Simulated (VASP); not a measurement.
Runs of VASP 6.6.1 on SnTe. The structure is that of space group F-43m (No. 216), or close to it. The cells are those of the table. 

```csv
task,level,potentials or basis,cell,k mesh,cutoff (eV),smearing,grid for exact exchange (PRECFOCK),share of exact exchange,screening parameter,ions in elastic constants,gap on the mesh (eV),pressure (GPa),relaxed volume (Å³/atom)
single point,PBEsol,"VASP PAW PBE potentials, release 64 (Te, Sn_d)","a = 5.174 Å, angles 60.0°, 2 atoms",7 × 7 × 7,520,fermi-dirac 0.05 eV,-,-,-,-,0.37,-2.2,-
relaxation of cell and atoms,r2SCAN,"VASP PAW PBE potentials, release 64 (Te, Sn_d)","relaxed from a = 5.107 Å, angles 60.0°, 2 atoms",7 × 7 × 7,600,fermi-dirac 0.05 eV,-,-,-,-,0.34,0.0,46.03
single point,PBE-based screened hybrid,"VASP PAW PBE potentials, release 64 (Te, Sn_d)","a = 5.107 Å, angles 60.0°, 2 atoms",4 × 4 × 4,520,fermi-dirac 0.05 eV,Normal,0.25,0.3 1/Å,-,0.26,-0.7,-
relaxation of cell and atoms,PBEsol,"VASP PAW PBE potentials, release 64 (Te, Sn_d)","relaxed to 5 GPa from a = 5.107 Å, angles 60.0°, 2 atoms",7 × 7 × 7,600,fermi-dirac 0.05 eV,-,-,-,-,none,5.0,-
single point,HSE06,"VASP PAW PBE potentials, release 64 (Te, Sn_d)","a = 5.107 Å, angles 60.0°, 2 atoms",4 × 4 × 4,520,fermi-dirac 0.05 eV,Normal,-,0.2079 1/Å,-,0.37,-0.7,-
relaxation of cell and atoms,PBEsol,"VASP PAW PBE potentials, release 64 (Te, Sn_d)","relaxed to 30 GPa from a = 5.107 Å, angles 60.0°, 2 atoms",7 × 7 × 7,600,fermi-dirac 0.05 eV,-,-,-,-,none,30.0,-
single point,r2SCAN,"VASP PAW PBE potentials, release 64 (Te, Sn_d)","a = 5.207 Å, angles 60.0°, 2 atoms",7 × 7 × 7,520,fermi-dirac 0.05 eV,-,-,-,-,0.54,(c),-
single point,LDA,"VASP PAW LDA potentials, release 64 (Te, Sn_d)","a = 5.038 Å, angles 60.0°, 2 atoms",6 × 6 × 6,520,fermi-dirac 0.05 eV,-,-,-,-,(a),(b),-
relaxation of cell and atoms,PBEsol,"VASP PAW PBE potentials, release 64 (Te, Sn_d)","relaxed from a = 5.107 Å, angles 60.0°, 2 atoms",7 × 7 × 7,600,fermi-dirac 0.05 eV,-,-,-,-,0.14,0.0,44.47
relaxation of cell and atoms,LDA,"VASP PAW LDA potentials, release 64 (Te, Sn_d)","relaxed from a = 5.107 Å, angles 60.0°, 2 atoms",7 × 7 × 7,600,fermi-dirac 0.05 eV,-,-,-,-,-,0.0,43.08
single point,PBEsol,"VASP PAW PBE potentials, release 64 (Te, Sn_d)","a = 5.207 Å, angles 60.0°, 2 atoms",7 × 7 × 7,520,fermi-dirac 0.05 eV,-,-,-,-,0.41,-2.5,-
```

Alike in all rows: no spin polarisation.

Question: Fill in the values left out.

Answer: (a) 0.10; (b) -1.3; (c) -1.9.

Caveats: spin-orbit coupling is left out, which moves the levels of the heavy elements; the PAW data sets were made with another functional, which shifts forces and pressure a little (some runs); the cell is relaxed towards a set pressure, so the enthalpy falls and the energy may rise (some runs); the volume moved by over 15 % at a fixed basis, so the end points are rough (some runs).

A k mesh can miss the band edges, and the runs leave out spin-orbit coupling on Sn, Te.

A gap of «none» marks levels without a gap at the run's occupations.
